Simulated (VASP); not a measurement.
# MgI2 (P-3m1) in VASP: notebook

Aim: see how the results for MgI2 move with the level of theory and the settings. Levels: PBE, r2SCAN. Tasks: single point.

All numbers are computed with VASP 6.6.1; they aren't measurements. Logs are shortened: lines on timing, memory, paths and dates and some standing lists are left out, and cuts for length are marked.

### 1 The cell of the first run

It takes space group P-3m1 (No. 164, trigonal). Conventional cell: a = 4.157 Å, b = 4.157 Å, c = 6.873 Å, α = 90.00°, β = 90.00°, γ = 120.00°. Within 3.8 Å of Mg (site symmetry -3m) lie 6 I at 2.92 Å. I (site symmetry 3m) has 3 Mg at 2.92 Å within 3.8 Å.

### 2 Single point, PBE

File INCAR:

```
SYSTEM = MgI2
ALGO     = Normal         ! electronic algorithm
EDIFF    = 1E-6           ! SCF threshold, eV
ENCUT    = 520            ! plane-wave cutoff, eV
GGA      = PE             ! functional
ISIF     = 2              ! what is computed and relaxed
ISMEAR   = 0              ! smearing method
LASPH    = .TRUE.         ! aspherical terms in the spheres
LCHARG   = .FALSE.        ! write CHGCAR
LREAL    = .FALSE.        ! projectors in reciprocal space
LWAVE    = .FALSE.        ! write WAVECAR
NBANDS   = 15             ! bands
NELM     = 80             ! most SCF steps
PREC     = Accurate       ! precision mode
SIGMA    = 0.01           ! smearing width, eV
```

File KPOINTS:

```
k-points
0
G
  12 12 4
  0 0 0
```

File POSCAR:

```
MgI2
1.0
    4.1572130451      0.0000000000      0.0000000000
   -2.0786065226      3.6002521060      0.0000000000
    0.0000000000      0.0000000000      6.8733252542
Mg I
1 2
Direct
    0.0000000000      0.0000000000      0.0000000000
    0.3333333333      0.6666666667      0.2426220951
    0.6666666667      0.3333333333      0.7573779049
```

Potentials or basis: VASP PAW PBE potentials, release 64 (Mg, I).

Started as:

```
$ cat potpaw_PBE.64/Mg/POTCAR potpaw_PBE.64/I/POTCAR > POTCAR
$ mpirun -np 1 vasp_std > vasp.out
```

OUTCAR:

```text
SYSTEM = MgI2
   EDIFF = 1E-6
   ENCUT = 520
   GGA = PE
   ISIF = 2
   ISMEAR = 0
   LASPH = .TRUE.
   LREAL = .FALSE.
   NELM = 80
   PREC = Accurate

 ion  position               nearest neighbor table
   1  0.000  0.000  0.000-   2 2.92   3 2.92   3 2.92   2 2.92   3 2.92   2 2.92
   2  0.333  0.667  0.243-   1 2.92   1 2.92   1 2.92
   3  0.667  0.333  0.757-   1 2.92   1 2.92   1 2.92

  LATTYP: Found a hexagonal cell.
 ALAT       =     4.1572130451
 C/A-ratio  =     1.6533492943

  Lattice vectors:

 A1 = (   4.1572130451,   0.0000000000,   0.0000000000)
 A2 = (  -2.0786065226,   3.6002521060,   0.0000000000)
 A3 = (   0.0000000000,   0.0000000000,   6.8733252542)

Analysis of symmetry for initial positions (statically):
=====================================================================
 Subroutine PRICEL returns:
 Original cell was already a primitive cell.

 Routine SETGRP: Setting up the symmetry group for a
 hexagonal supercell.

 Subroutine GETGRP returns: Found 12 space group operations
 (whereof 12 operations were pure point group operations)
 out of a pool of 24 trial point group operations.

The static configuration has the point symmetry D_3d.

Analysis of symmetry for dynamics (positions and initial velocities):
=====================================================================
 Subroutine PRICEL returns:
 Original cell was already a primitive cell.

 Routine SETGRP: Setting up the symmetry group for a
 hexagonal supercell.

 Subroutine GETGRP returns: Found 12 space group operations
 (whereof 12 operations were pure point group operations)
 out of a pool of 24 trial point group operations.

The dynamic configuration has the point symmetry D_3d.

 Subroutine INISYM returns: Found 12 space group operations
 (whereof 12 operations are pure point group operations),
 and found     1 'primitive' translations

----------------------------------------------------------------------------------------

                                     Primitive cell

  volume of cell :     102.8732

  direct lattice vectors                    reciprocal lattice vectors
     4.157213045  0.000000000  0.000000000     0.240545767  0.138879163  0.000000000
    -2.078606523  3.600252106  0.000000000     0.000000000  0.277758327  0.000000000
     0.000000000  0.000000000  6.873325254     0.000000000  0.000000000  0.145489987

  length of vectors
     4.157213045  4.157213045  6.873325254     0.277758327  0.277758327  0.145489987

  position of ions in fractional coordinates (direct lattice)
     0.000000000  0.000000000  0.000000000
     0.333333333  0.666666667  0.242622095
[... 95 lines left out ...]
   EFERMI_NEDOS =   21; number of points for ismear=-14 and -15
   IALGO  =     38    algorithm
   IMIX   =      4    mixing-type and parameters
     AMIX     =   0.40;   BMIX     =  1.00
     AMIX_MAG =   1.60;   BMIX_MAG =  1.00
  volume/ion in A,a.u.               =      34.29       231.41
  Fermi-wavevector in a.u.,A,eV,Ry     =   0.880402  1.663718 10.545969  0.775107
  Thomas-Fermi vector in A             =   2.000757
   LORBIT       =      0    0 simple, 1 ext, 2 COOP (PROOUT), +10 PAW based schemes
   GGA     = PE    functional components
   LHFCALC =     F    Hartree Fock is set to
   AEXX    =    0.0000 exact exchange contribution
   IVDW    =     0    specifies the selected vdW correction
   LEPSILON=     F    determine dielectric tensor
   LRPA    =     F    only Hartree local field effects (RPA)
 non-spin polarized calculation
 Gauss-broadening in eV      SIGMA  =   0.01
  energy-cutoff  :      520.00
  volume of cell :      102.87
 maximum number of plane-waves:      2814
 NGX is ok and might be reduce to    32
   NGX = 15   NGY = 15   NGZ = 25

 number of electron      16.0000001 magnetization

 Free energy of the ion-electron system (eV)
  ---------------------------------------------------
  ext. energy  EPLUGINS =         0.00000000
  ---------------------------------------------------
  free energy    TOTEN  =        -7.69915204 eV

  energy without entropy =       -7.69915204  energy(sigma->0) =       -7.69915204

 E-fermi :   2.3674     XC(G=0):  -8.2012

 val. band max:        2.2910085627   @ k =   0.0000   0.0000   0.0000
 cond. band min:       5.7985692894   @ k =   0.5000   0.0000   0.2500
 fundamental gap:      3.5075607267
 Fermi energy:         2.3673813984

 k-point     1 :       0.0000    0.0000    0.0000
  band No.  band energies     occupation
      1      -9.7831      2.00000
      2      -9.0758      2.00000
      3      -1.2443      2.00000
      4       1.8272      2.00000
      5       1.8272      2.00000
      6       2.2069      2.00000
      7       2.2069      2.00000
      8       2.2910      2.00000
      9       5.9662      0.00000
     10       7.0487      0.00000
     11       8.9673      0.00000
     12       8.9673      0.00000
     13       9.7603      0.00000
     14      10.4282      0.00000
[... 401 lines left out ...]
      2      -9.0814      2.00000
      3      -0.8192      2.00000
      4       0.9690      2.00000
      5       1.1215      2.00000
      6       1.5800      2.00000
      7       1.9016      2.00000
      8       2.0738      2.00000
      9       6.8221      0.00000
     10       7.9389      0.00000
     11       8.7896      0.00000
     12       9.2589      0.00000
     13       9.4500      0.00000
     14      10.0135      0.00000
     15      10.5962      0.00000

 [... further k-points ...]

------------------------ aborting loop because EDIFF is reached ----------------------------------------

  FORCE on cell =-STRESS in cart. coord.  units (eV):
  Direction    XX          YY          ZZ          XY          YZ          ZX
  --------------------------------------------------------------------------------------
  -------------------------------------------------------------------------------------
  Total        0.6355497      0.6355497      0.7857255     -0.0000000      0.0000000     -0.0000000
  in kB        9.8982407      9.8982407     12.2371235     -0.0000000      0.0000000     -0.0000000
  external PRESSURE =      10.6778683 kB  Pullay stress =       0.0000000 kB

 VOLUME and BASIS-vectors are now :
 -----------------------------------------------------------------------------
  energy-cutoff  :      520.00
  volume of cell :      102.87
      direct lattice vectors                 reciprocal lattice vectors
     4.157213045  0.000000000  0.000000000     0.240545767  0.138879163  0.000000000
    -2.078606523  3.600252106  0.000000000     0.000000000  0.277758327  0.000000000
     0.000000000  0.000000000  6.873325254     0.000000000  0.000000000  0.145489987

 POSITION                                       TOTAL-FORCE (eV/Angst)
 -----------------------------------------------------------------------------------
      0.00000      0.00000      0.00000        -0.000000      0.000000     -0.000000
     -0.00000      2.40017      1.66762        -0.000000      0.000000      0.001200
      2.07861      1.20008      5.20570         0.000000     -0.000000     -0.001200
 -----------------------------------------------------------------------------------
    total drift:                                0.000000     -0.000000      0.000000

  FREE ENERGIE OF THE ION-ELECTRON SYSTEM (eV)
  ---------------------------------------------------
  free  energy   TOTEN  =        -7.6991520423 eV

  energy  without entropy=       -7.6991520423  energy(sigma->0) =       -7.69915204
```

OSZICAR:

```text
N       E                     dE             d eps       ncg     rms          rms(c)
DAV:   1     0.757651096316E+02    0.75765E+02   -0.57893E+03  2078   0.842E+02
DAV:   2    -0.176111796622E+01   -0.77526E+02   -0.70433E+02  2919   0.131E+02
DAV:   3    -0.773624500161E+01   -0.59751E+01   -0.59496E+01  2756   0.418E+01
DAV:   4    -0.784987339930E+01   -0.11363E+00   -0.11362E+00  2951   0.686E+00
DAV:   5    -0.785091646790E+01   -0.10431E-02   -0.10431E-02  2716   0.612E-01    0.401E+00
DAV:   6    -0.772459047514E+01    0.12633E+00   -0.11128E-01  2399   0.170E+00    0.273E+00
DAV:   7    -0.770075966930E+01    0.23831E-01   -0.11970E-01  2448   0.173E+00    0.746E-01
DAV:   8    -0.769901441256E+01    0.17453E-02   -0.76296E-03  2378   0.499E-01    0.261E-01
DAV:   9    -0.769915936415E+01   -0.14495E-03   -0.10044E-03  2833   0.188E-01    0.941E-02
DAV:  10    -0.769914614681E+01    0.13217E-04   -0.33825E-05  2609   0.402E-02    0.370E-02
DAV:  11    -0.769915148334E+01   -0.53365E-05   -0.13358E-05  2525   0.228E-02    0.212E-02
DAV:  12    -0.769915204231E+01   -0.55897E-06   -0.51664E-07  2260   0.450E-03
   1 F= -.76991520E+01 E0= -.76991520E+01  d E =-.456489E-30
```

stdout:

```text
POSCAR found type information on POSCAR MgI
 POSCAR found :  2 types and       3 ions
 scaLAPACK will be used
 LDA part: xc-table for (Slater+PW92), standard interpolation
 POSCAR, INCAR and KPOINTS ok, starting setup
 FFT: planning ... GRIDC
 FFT: planning ... GRID_SOFT
 FFT: planning ... GRID
 WAVECAR not read
 entering main loop
```

It took 66 s on 1 thread of Intel Xeon Platinum 8375C at 2.90GHz (Ice Lake), shared host; peak memory 0.29 GiB.

Results:

| Quantity | Value |
| --- | --- |
| Free energy | -7.6992 eV |
| Pressure | 1.1 GPa |
| Band gap on the k mesh | 3.51 eV (least direct gap 3.68 eV) |

Stress tensor (GPa, compression positive):
```
0.99 0.00 0.00
0.00 0.99 0.00
0.00 0.00 1.22
```

Caveat: spin-orbit coupling is left out, which moves the levels of the heavy elements; this functional lacks dispersion, which binds the layers, so the pressure and a relaxed spacing across them are unreliable. A k mesh can miss the band edges.

### 3 Single point, r2SCAN

POSCAR is that of step 2.

File INCAR.step1:

```
SYSTEM = MgI2
PREC = Accurate
ENCUT = 520
ISMEAR = 0
SIGMA = 0.01
LREAL = .False.
LASPH = .True.
NELM = 100
NBANDS = 15
GGA = PE
ALGO = Normal
EDIFF = 1E-4
LWAVE = .True.
LCHARG = .False.
```

File INCAR.step2:

```
SYSTEM = MgI2
PREC = Accurate
ENCUT = 520
EDIFF = 1E-6
ISMEAR = 0
SIGMA = 0.01
LREAL = .False.
LASPH = .True.
NELM = 100
ALGO = Normal
ISIF = 2
LWAVE = .False.
LCHARG = .False.
METAGGA = R2SCAN
LMIXTAU = .True.
NBANDS = 15
ISTART = 1
```

File KPOINTS:

```
regular mesh
0
Gamma
  12 12 4
  0 0 0
```

Potentials or basis: VASP PAW PBE potentials, release 64 (Mg, I).

Started as:

```
$ cat potpaw_PBE.64/Mg/POTCAR potpaw_PBE.64/I/POTCAR > POTCAR
$ cp INCAR.step1 INCAR
$ mpirun -np 1 vasp_std > vasp.out
$ cp INCAR.step2 INCAR
$ mpirun -np 1 vasp_std > vasp.out
```

Wall time 4.8 min (1 thread of Intel Xeon Platinum 8375C at 2.90GHz (Ice Lake), shared host); peak memory 0.31 GiB.

Results (log left out):

* Free energy: -56.9260 eV
* Pressure: 0.5 GPa
* Largest force: 0.043 eV/Å
* Band gap on the k mesh: 4.10 eV (least direct gap 4.48 eV)

Forces in eV/Å, atoms in the order of the input:
```
Mg   0.000  0.000  0.000
I    0.000  0.000 -0.043
I    0.000  0.000  0.043
```

Stress tensor (GPa, compression positive):
```
0.48 0.00 0.00
0.00 0.48 0.00
0.00 0.00 0.56
```

Levels at points of the mesh, in eV from the valence-band top:
| k point | band 4 | band 5 | band 6 | band 7 | band 8 | band 9 | band 10 | band 11 | band 12 | band 13 |
| --- | --- | --- | --- | --- | --- | --- | --- | --- | --- | --- |
| (0.00, 0.00, 0.00) | -0.49 | -0.49 | -0.09 | -0.09 | 0.00 | 4.48 | 5.41 | 7.28 | 7.28 | 8.10 |
| (0.50, 0.00, 0.00) | -2.87 | -1.90 | -1.43 | -0.92 | -0.49 | 4.20 | 5.96 | 6.01 | 7.52 | 8.66 |
| (0.00, 0.00, 0.50) | -1.46 | -0.39 | -0.39 | -0.20 | -0.20 | 5.40 | 5.53 | 7.09 | 7.09 | 8.39 |
| (0.50, 0.00, 0.50) | -3.26 | -1.25 | -1.15 | -0.83 | -0.73 | 4.13 | 5.76 | 6.23 | 6.62 | 8.36 |

Caveat: the PAW data sets were made with another functional, which shifts forces and pressure a little; spin-orbit coupling is left out, which moves the levels of the heavy elements.
